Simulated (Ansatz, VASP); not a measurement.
**K3H8: VASP beside Ansatz**

INCAR

```
SYSTEM = K3H8
PREC = Accurate ; ENCUT = 520
EDIFF = 1E-6 ; ISMEAR = 0
SIGMA = 0.1 ; LREAL = .False.
LASPH = .True. ; NELM = 100
ALGO = Normal ; ISIF = 2
LWAVE = .False. ; LCHARG = .False.
GGA = PE ; NBANDS = 28
```

Contents of KPOINTS:

```
Automatic mesh
0
Gamma
  4 4 4
  0 0 0
```

File POSCAR:

```
K3H8
1.0
    4.6671784505      0.0000000000      0.0000000000
   -0.2350382566      6.7317632362      0.0000000000
   -1.6117743278     -2.5201249331      6.9811259506
K H
3 8
Direct
    0.1338128118      0.5175751959      0.4369601904
    0.6292257005      0.9861262601      0.3538668569
    0.4041573449      0.3594444177      0.9085259412
    0.0513143481      0.8453708327      0.0563234416
    0.9094562599      0.8380470869      0.7334671416
    0.5167731583      0.8455013473      0.9136696373
    0.1911467094      0.1562033781      0.5203291316
    0.5821954664      0.5751664936      0.2908742862
    0.5390855916      0.9678357113      0.9604961570
    0.9729401893      0.9403008445      0.7278786488
    0.0698924197      0.9684284320      0.0976085674
```

Input for Ansatz:

```yaml
crystal:
  lattice:
    - [4.6671784505, 0.0, 0.0]
    - [-0.2350382566, 6.7317632362, 0.0]
    - [-1.6117743278, -2.5201249331, 6.9811259506]
  atoms:
    - { symbol: K, position: [0.1338128118, 0.5175751959, 0.4369601904] }
    - { symbol: K, position: [0.6292257005, 0.9861262601, 0.3538668569] }
    - { symbol: K, position: [0.4041573449, 0.3594444177, 0.9085259412] }
    - { symbol: H, position: [0.0513143481, 0.8453708327, 0.0563234416] }
    - { symbol: H, position: [0.9094562599, 0.8380470869, 0.7334671416] }
    - { symbol: H, position: [0.5167731583, 0.8455013473, 0.9136696373] }
    - { symbol: H, position: [0.1911467094, 0.1562033781, 0.5203291316] }
    - { symbol: H, position: [0.5821954664, 0.5751664936, 0.2908742862] }
    - { symbol: H, position: [0.5390855916, 0.9678357113, 0.960496157] }
    - { symbol: H, position: [0.9729401893, 0.9403008445, 0.7278786488] }
    - { symbol: H, position: [0.0698924197, 0.968428432, 0.0976085674] }
basis:
  ecutwfc: 420
kpoints:
  mp_grid: { grid: [4, 4, 4] }
hamiltonian:
  xc: pbe
scf:
  occupations: { method: gaussian, width: 0.1 }
  lower_state_search: "off"
output:
  forces: true
  stress: true
  eigenvalues: true
```

Change from the starting cell: the structure that the rattled cell fell into.

Alike in both runs: task single point; functional PBE; k mesh 4 × 4 × 4; occupations gaussian, width 0.1 eV; no spin polarisation.

|  | VASP | Ansatz |
| --- | --- | --- |
| version | VASP 6.6.1 | Ansatz 0.2.0 |
| potentials or method | VASP PAW PBE potentials, release 64 (K_sv, H), cutoff 520 eV | scalar-relativistic, plane waves, PAW |
| valence electrons in the cell | 35 | 35 |

|  | VASP | Ansatz | Ansatz less VASP |
| --- | --- | --- | --- |
| gap on the k mesh at the Fermi level (eV) | none | none | - |
| pressure (GPa) | 0.1 | 0.2 | +0.07 |
| traceless stress, the component that is largest in VASP (GPa) | -0.33 | -0.33 | -0.007 |
| rms of the force components (eV/Å) | 0.068 | 0.070 | +0.0020 |

Atom by atom the forces differ by 0.003 eV/Å (rms over components). A gap of «none» marks a metal or a gap that the smearing closes.
